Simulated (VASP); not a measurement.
# WC in VASP: a series of runs

WC is run at these levels: r2SCAN; tasks: single point.

Program: VASP 6.6.1. These are calculated values, not measurements. Logs are shortened: lines on timing, memory, paths and dates and some standing lists are left out, and cuts for length are marked.

### 1 The cell of the first run

It takes space group Fm-3m (No. 225, cubic). The conventional cell has a = 4.035 Å, b = 4.035 Å, c = 4.035 Å, α = 90.00°, β = 90.00°, γ = 90.00°. Within 2.7 Å of W (site symmetry m-3m) lie 6 C at 2.02 Å. C (site symmetry m-3m) has 6 W at 2.02 Å within 2.7 Å.

### 2 Single point, r2SCAN (strain -0.080 along x and y, -0.080 along z)

POSCAR reads:

```
WC
1.0
    0.0000000000      2.0172692800      2.0172692800
    2.0172692800      0.0000000000      2.0172692800
    2.0172692800      2.0172692800      0.0000000000
W C
1 1
Direct
    0.0000000000      0.0000000000      0.0000000000
    0.5000000000      0.5000000000      0.5000000000
```

INCAR.step1 reads:

```
ALGO = Normal
EDIFF = 1E-4
ENCUT = 520
GGA = PE
ISMEAR = 0
LASPH = T
LCHARG = F
LREAL = F
LWAVE = T
NBANDS = 16
NELM = 100
PREC = Accurate
SIGMA = 0.15
```

INCAR.step2 reads:

```
ALGO = Normal
EDIFF = 1E-6
ENCUT = 520
ISIF = 2
ISMEAR = 0
ISTART = 1
LASPH = T
LCHARG = F
LMIXTAU = T
LREAL = F
LWAVE = F
METAGGA = R2SCAN
NBANDS = 16
NELM = 100
PREC = Accurate
SIGMA = 0.15
```

KPOINTS reads:

```
k-points
0
Gamma
  18 18 18
```

Potentials or basis: VASP PAW PBE potentials, release 64 (W_sv, C).

Started as:

```sh
cat potpaw_PBE.64/W_sv/POTCAR potpaw_PBE.64/C/POTCAR > POTCAR
cp INCAR.step1 INCAR
mpirun -np 1 vasp_std > vasp.out
cp INCAR.step2 INCAR
mpirun -np 1 vasp_std > vasp.out
```

OUTCAR:

```text
EDIFF = 1E-6
   ENCUT = 520
   ISIF = 2
   ISMEAR = 0
   ISTART = 1
   LASPH = T
   LREAL = F
   METAGGA = R2SCAN
   NELM = 100
   PREC = Accurate

 ion  position               nearest neighbor table
   1  0.000  0.000  0.000-   2 2.02   2 2.02   2 2.02   2 2.02   2 2.02   2 2.02
   2  0.500  0.500  0.500-   1 2.02   1 2.02   1 2.02   1 2.02   1 2.02   1 2.02

  LATTYP: Found a face centered cubic cell.
 ALAT       =     4.0345385600

  Lattice vectors:

 A1 = (   0.0000000000,   2.0172692800,   2.0172692800)
 A2 = (   2.0172692800,   0.0000000000,   2.0172692800)
 A3 = (   2.0172692800,   2.0172692800,   0.0000000000)

Analysis of symmetry for initial positions (statically):
=====================================================================
 Subroutine PRICEL returns:
 Original cell was already a primitive cell.

 Routine SETGRP: Setting up the symmetry group for a
 face centered cubic supercell.

 Subroutine GETGRP returns: Found 48 space group operations
 (whereof 48 operations were pure point group operations)
 out of a pool of 48 trial point group operations.

The static configuration has the point symmetry O_h .

Analysis of symmetry for dynamics (positions and initial velocities):
=====================================================================
 Subroutine PRICEL returns:
 Original cell was already a primitive cell.

 Routine SETGRP: Setting up the symmetry group for a
 face centered cubic supercell.

 Subroutine GETGRP returns: Found 48 space group operations
 (whereof 48 operations were pure point group operations)
 out of a pool of 48 trial point group operations.

The dynamic configuration has the point symmetry O_h .

 Subroutine INISYM returns: Found 48 space group operations
 (whereof 48 operations are pure point group operations),
 and found     1 'primitive' translations

----------------------------------------------------------------------------------------

                                     Primitive cell

  volume of cell :      16.4181

  direct lattice vectors                    reciprocal lattice vectors
     0.000000000  2.017269280  2.017269280    -0.247859820  0.247859820  0.247859820
     2.017269280  0.000000000  2.017269280     0.247859820 -0.247859820  0.247859820
     2.017269280  2.017269280  0.000000000     0.247859820  0.247859820 -0.247859820

  length of vectors
     2.852849575  2.852849575  2.852849575     0.429305801  0.429305801  0.429305801

  position of ions in fractional coordinates (direct lattice)
     0.000000000  0.000000000  0.000000000
     0.500000000  0.500000000  0.500000000

  ion indices of the primitive-cell ions
   primitive index   ion index
                 1           1
                 2           2

----------------------------------------------------------------------------------------

 KPOINTS: k-points

Automatic generation of k-mesh.
 Grid dimensions read from file:
 generate k-points for:   18   18   18

 Generating k-lattice:

  Cartesian coordinates                     Fractional coordinates (reciprocal lattice)
    -0.013769990  0.013769990  0.013769990     0.055555556  0.000000000  0.000000000
     0.013769990 -0.013769990  0.013769990     0.000000000  0.055555556  0.000000000
     0.013769990  0.013769990 -0.013769990     0.000000000  0.000000000  0.055555556

  Length of vectors
     0.023850322  0.023850322  0.023850322

  Shift w.r.t. Gamma in fractional coordinates (k-lattice)
     0.000000000  0.000000000  0.000000000

 Subroutine IBZKPT returns following result:
 ===========================================

 Found    195 irreducible k-points:

 Following reciprocal coordinates:
            Coordinates               Weight
  0.000000  0.000000  0.000000      1.000000
  0.055556  0.000000  0.000000      8.000000
  0.111111  0.000000  0.000000      8.000000
  0.166667  0.000000  0.000000      8.000000
  0.222222  0.000000  0.000000      8.000000
  0.277778  0.000000  0.000000      8.000000
[... 16 lines left out ...]
 -0.277778  0.055556  0.000000     24.000000
 -0.222222  0.055556  0.000000     24.000000
 [... further k-points ...]
   k-points           NKPTS =    195   k-points in BZ     NKDIM =    195   number of bands    NBANDS=     16
   number of dos      NEDOS =    301   number of ions     NIONS =      2
   total plane-waves  NPLWV =  13824
   dimension x,y,z NGX =    24 NGY =   24 NGZ =   24
   dimension x,y,z NGXF=    48 NGYF=   48 NGZF=   48
   ions per type =               1   1
   NGX,Y,Z   is equivalent  to a cutoff of  13.99, 13.99, 13.99 a.u.
   NGXF,Y,Z  is equivalent  to a cutoff of  27.97, 27.97, 27.97 a.u.
 SYSTEM =  unknown system
   PREC   = accura    normal or accurate (medium, high low for compatibility)
   ISTART =      1    job   : 0-new  1-cont  2-samecut
   ICHARG =      0    charge: 1-file 2-atom 10-const
   ISPIN  =      1    spin polarized calculation?
   LNONCOLLINEAR =      F non collinear calculations
   LSORBIT =      F    spin-orbit coupling
   LASPH  =      T    aspherical Exc in radial PAW
   ENCUT  =  520.0 eV  38.22 Ry    6.18 a.u.   5.30  5.30  5.30*2*pi/ulx,y,z
   NELM   =    100;   NELMIN=  2; NELMDL=  0     # of ELM steps
   EDIFF  = 0.1E-05   stopping-criterion for ELM
   LREAL  =      F    real-space projection
   EDIFFG = 0.1E-04   stopping-criterion for IOM
   NSW    =      0    number of steps for IOM
   IBRION =     -1    ionic relax: 0-MD 1-quasi-New 2-CG
   NFREE  =      0    steps in history (QN), initial steepest desc. (CG)
   ISIF   =      2    stress and relaxation
   ISYM   =      2    0-nonsym 1-usesym 2-fastsym
   POTIM  = 0.5000    time-step for ionic-motion
   TEBEG  =    0.0;   TEEND  =   0.0 temperature during run
   PSTRESS=    0.0 pullay stress
   NELECT =      18.0000    total number of electrons
   NUPDOWN=      -1.0000    fix difference up-down
   EMIN   =  10.00;   EMAX   =-10.00  energy-range for DOS
   EFERMI =   0.00;   METHOD = LEGACY
   ISMEAR =     0;   SIGMA  =   0.15  broadening in eV -4-tet -1-fermi 0-gaus
   EFERMI_NEDOS =   21; number of points for ismear=-14 and -15
   IALGO  =     38    algorithm
   IMIX   =      4    mixing-type and parameters
     AMIX     =   0.40;   BMIX     =  1.00
     AMIX_MAG =   1.60;   BMIX_MAG =  1.00
  volume/ion in A,a.u.               =       8.21        55.40
  Fermi-wavevector in a.u.,A,eV,Ry     =   1.688075  3.190000 38.771133  2.849598
  Thomas-Fermi vector in A             =   2.770447
   LORBIT       =      0    0 simple, 1 ext, 2 COOP (PROOUT), +10 PAW based schemes
   METAGGA = R2SCAN    functional components
   LHFCALC =     F    Hartree Fock is set to
   AEXX    =    0.0000 exact exchange contribution
   IVDW    =     0    specifies the selected vdW correction
   LEPSILON=     F    determine dielectric tensor
   LRPA    =     F    only Hartree local field effects (RPA)
 non-spin polarized calculation
 Gauss-broadening in eV      SIGMA  =   0.15
  energy-cutoff  :      520.00
  volume of cell :       16.42
 maximum number of plane-waves:       459
 NGX is ok and might be reduce to    24
   NGX = 11   NGY = 11   NGZ = 11

 number of electron      18.0000002 magnetization

 Free energy of the ion-electron system (eV)
  ---------------------------------------------------
  ext. energy  EPLUGINS =         0.00000000
  ---------------------------------------------------
  free energy    TOTEN  =       -58.90432123 eV

  energy without entropy =      -58.89853813  energy(sigma->0) =      -58.90142968

 E-fermi :  16.5384     XC(G=0): -16.5515

 val. band max:       16.5075008959   @ k =  -0.3333   0.4444   0.2222
 cond. band min:      16.5449262747   @ k =   0.2222   0.0556   0.0000
 fundamental gap:      0.0374253788
 Fermi energy:        16.5384358961

 k-point     1 :       0.0000    0.0000    0.0000
  band No.  band energies     occupation
      1     -60.7906      2.00000
      2     -24.0181      2.00000
      3     -24.0181      2.00000
      4     -24.0181      2.00000
      5      -2.4159      2.00000
      6      12.5975      2.00000
[... 8 lines left out ...]
     15      26.8026      0.00000
     16      45.7118      0.00000

 k-point     2 :       0.0556    0.0000    0.0000
  band No.  band energies     occupation
      1     -60.7864      2.00000
      2     -24.0698      2.00000
      3     -24.0227      2.00000
      4     -24.0227      2.00000
      5      -2.2854      2.00000
      6      12.1759      2.00000
[... 8 lines left out ...]
     15      26.9660      0.00000
     16      44.5024      0.00000

 k-point     3 :       0.1111    0.0000    0.0000
  band No.  band energies     occupation
      1     -60.7745      2.00000
      2     -24.2166      2.00000
      3     -24.0360      2.00000
      4     -24.0360      2.00000
      5      -1.9062      2.00000
      6      11.2561      2.00000
[... 8 lines left out ...]
     15      27.8112      0.00000
     16      42.2724      0.00000

 k-point     4 :       0.1667    0.0000    0.0000
  band No.  band energies     occupation
      1     -60.7561      2.00000
      2     -24.4358      2.00000
      3     -24.0562      2.00000
      4     -24.0562      2.00000
      5      -1.3109      2.00000
      6      10.1770      2.00000
[... 8 lines left out ...]
     15      29.0825      0.00000
     16      40.1097      0.00000
[... 324 lines left out ...]
 k-point    22 :      -0.3333    0.0556    0.0000
  band No.  band energies     occupation
      1     -60.6776      2.00000
      2     -25.2673      2.00000
      3     -24.1944      2.00000
      4     -24.1235      2.00000
      5       1.6380      2.00000
      6       6.4941      2.00000
[... 8 lines left out ...]
     15      33.0110      0.00000
     16      33.9783      0.00000

 k-point    23 :      -0.2778    0.0556    0.0000
  band No.  band energies     occupation
      1     -60.6990      2.00000
      2     -25.0443      2.00000
      3     -24.1740      2.00000
      4     -24.0955      2.00000
      5       0.7072      2.00000
      6       7.4886      2.00000
[... 8 lines left out ...]
     15      32.6046      0.00000
     16      34.8020      0.00000

 k-point    24 :      -0.2222    0.0556    0.0000
  band No.  band energies     occupation
      1     -60.7227      2.00000
      2     -24.7890      2.00000
      3     -24.1469      2.00000
      4     -24.0682      2.00000
      5      -0.1817      2.00000
      6       8.5504      2.00000
[... 8 lines left out ...]
     15      31.2196      0.00000
     16      36.4964      0.00000

 [... further k-points ...]

------------------------ aborting loop because EDIFF is reached ----------------------------------------

  FORCE on cell =-STRESS in cart. coord.  units (eV):
  Direction    XX          YY          ZZ          XY          YZ          ZX
  --------------------------------------------------------------------------------------
  -------------------------------------------------------------------------------------
  Total       15.6599316     15.6599316     15.6599316     -0.0000000      0.0000000     -0.0000000
  in kB     1528.1951734   1528.1951734   1528.1951734     -0.0000000      0.0000000     -0.0000000
  external PRESSURE =    1528.1951734 kB  Pullay stress =       0.0000000 kB

 VOLUME and BASIS-vectors are now :
 -----------------------------------------------------------------------------
  energy-cutoff  :      520.00
  volume of cell :       16.42
      direct lattice vectors                 reciprocal lattice vectors
     0.000000000  2.017269280  2.017269280    -0.247859820  0.247859820  0.247859820
     2.017269280  0.000000000  2.017269280     0.247859820 -0.247859820  0.247859820
     2.017269280  2.017269280  0.000000000     0.247859820  0.247859820 -0.247859820

 POSITION                                       TOTAL-FORCE (eV/Angst)
 -----------------------------------------------------------------------------------
      0.00000      0.00000      0.00000         0.000000      0.000000      0.000000
      2.01727      2.01727      2.01727        -0.000000     -0.000000     -0.000000
 -----------------------------------------------------------------------------------
    total drift:                                0.000000     -0.000000     -0.000000

  FREE ENERGIE OF THE ION-ELECTRON SYSTEM (eV)
  ---------------------------------------------------
  free  energy   TOTEN  =       -58.9043212258 eV

  energy  without entropy=      -58.8985381253  energy(sigma->0) =      -58.90142968
```

Wall time 3.5 min (1 thread of Intel Xeon 8259CL, shared host); peak memory 0.19 GiB.

Results:

| Item | Value |
| --- | --- |
| Free energy | -58.9043 eV |
| Pressure | 152.8 GPa |
| Band gap on the k mesh | zero (bands 9 and 10 overlap by 4.78 eV) |

Caveat: the cell differs from its parent crystal (strain -0.080 along x and y, -0.080 along z); the cell stands under pressure; the PAW data sets were made with another functional, which shifts forces and pressure a little; spin-orbit coupling is left out, which moves the levels of the heavy elements.

### 3 Single point, r2SCAN (strain -0.040 along x and y, -0.080 along z)

POSCAR reads:

```
WC
1.0
    0.0000000000      2.1049766400      2.0172692800
    2.1049766400      0.0000000000      2.0172692800
    2.1049766400      2.1049766400      0.0000000000
W C
1 1
Direct
    0.0000000000      0.0000000000      0.0000000000
    0.5000000000      0.5000000000      0.5000000000
```

INCAR.step1 reads:

```
SYSTEM = WC
ALGO = Normal
EDIFF = 1E-4
ENCUT = 520
GGA = PE
ISMEAR = 0
LASPH = .TRUE.
LCHARG = .FALSE.
LREAL = .FALSE.
LWAVE = .TRUE.
NBANDS = 16
NELM = 100
PREC = Accurate
SIGMA = 0.15
```

INCAR.step2 reads:

```
SYSTEM = WC
ALGO = Normal
EDIFF = 1E-6
ENCUT = 520
ISIF = 2
ISMEAR = 0
ISTART = 1
LASPH = .TRUE.
LCHARG = .FALSE.
LMIXTAU = .TRUE.
LREAL = .FALSE.
LWAVE = .FALSE.
METAGGA = R2SCAN
NBANDS = 16
NELM = 100
PREC = Accurate
SIGMA = 0.15
```

KPOINTS reads:

```
k-points
0
G
  18 18 18
  0 0 0
```

Potentials or basis: VASP PAW PBE potentials, release 64 (W_sv, C).

Started as:

```sh
cat potpaw_PBE.64/W_sv/POTCAR potpaw_PBE.64/C/POTCAR > POTCAR
cp INCAR.step1 INCAR
mpirun -np 1 vasp_std > vasp.out
cp INCAR.step2 INCAR
mpirun -np 1 vasp_std > vasp.out
```

It took 8.2 min on 1 thread of Intel Xeon 8259CL, shared host; peak memory 0.27 GiB.

It converged, with:

```
Free energy            : -59.8724 eV
Pressure               : 84.6 GPa
Band gap on the k mesh : zero (bands 9 and 10 overlap by 3.87 eV)
```

Stress tensor (GPa, compression positive):
```
 66.87   0.00   0.00
  0.00  66.87   0.00
  0.00   0.00 120.15
```

Levels at points of the mesh, in eV from the Fermi level:
| k point | band 7 | band 8 | band 9 | band 10 | band 11 | band 12 |
| --- | --- | --- | --- | --- | --- | --- |
| (0.00, 0.00, 0.00) | -3.75 | -3.10 | -1.64 | -1.64 | -1.51 | -1.26 |
| (0.50, 0.00, 0.00) | -8.34 | -8.24 | 1.27 | 1.75 | 3.33 | 5.55 |
| (0.50, 0.50, 0.00) | -5.74 | -3.20 | -3.20 | 1.30 | 3.11 | 3.11 |
| (0.50, 0.00, 0.50) | -6.44 | -3.00 | -2.66 | 1.11 | 2.81 | 3.40 |

Caveat: the cell differs from its parent crystal (strain -0.040 along x and y, -0.080 along z); the cell stands under pressure; the PAW data sets were made with another functional, which shifts forces and pressure a little; spin-orbit coupling is left out, which moves the levels of the heavy elements.
